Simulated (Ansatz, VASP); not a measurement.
**One calculation of Al, two programs**

INCAR

```
PREC = Accurate
ENCUT = 520
EDIFF = 1E-6
ISMEAR = 0
SIGMA = 0.15
LREAL = False
LASPH = True
NELM = 80
ALGO = Fast
ISIF = 2
LWAVE = False
LCHARG = False
GGA = PE
IVDW = 12
NBANDS = 14
```

KPOINTS

```
Automatic mesh
0
Gamma
  18 18 4
```

File POSCAR:

```
Al
1.0
    2.8144222650      0.0000000000      0.0000000000
   -1.4072111325      2.4373611785      0.0000000000
    0.0000000000      0.0000000000      9.2410470710
Al
4
Direct
    0.0000000000      0.0000000000      0.0000000000
    0.4769312552      0.9538625103      0.2348502016
    0.0000000000      0.0000000000      0.5000000000
    0.6666666667      0.3333333333      0.7500000000
```

Input for Ansatz:

```yaml
crystal:
  lattice:
    - [2.814422265, 0.0, 0.0]
    - [-1.4072111325, 2.4373611785, 0.0]
    - [0.0, 0.0, 9.241047071]
  atoms:
    - { symbol: Al, position: [0.0, 0.0, 0.0] }
    - { symbol: Al, position: [0.4769312552, 0.9538625103, 0.2348502016] }
    - { symbol: Al, position: [0.0, 0.0, 0.5] }
    - { symbol: Al, position: [0.6666666667, 0.3333333333, 0.75] }
basis:
  ecutwfc: 420
kpoints:
  mp_grid: { grid: [18, 18, 4] }
hamiltonian:
  xc: pbe
  pseudopotentials: { kind: paw, azcp: { folder: soft_1 } }
  dispersion: d3bj
scf:
  occupations: { method: gaussian, width: 0.15 }
output:
  forces: true
  stress: true
  eigenvalues: true
```

Alike in both runs: task single point; functional PBE; dispersion D3(BJ); k mesh 18 × 18 × 4; occupations gaussian, width 0.15 eV; no spin polarisation.

|  | VASP | Ansatz |
| --- | --- | --- |
| version | VASP 6.6.1 | Ansatz 0.2.0 |
| potentials or method | VASP PAW PBE potentials, release 64 (Al), cutoff 520 eV | scalar-relativistic, plane waves, PAW |
| valence electrons in the cell | 12 | 12 |

```tsv
	VASP	Ansatz	Ansatz less VASP
gap on the k mesh at the Fermi level (eV)	none	none	-
pressure (GPa)	1.6	1.6	0.00
traceless stress, the component that is largest in VASP (GPa)	2.17	2.17	-0.006
rms of the force components (eV/Å)	0.380	0.380	-0.0004
```

Atom by atom the forces differ by 0.000 eV/Å (rms over components). A gap of «none» marks a metal or a gap that the smearing closes.
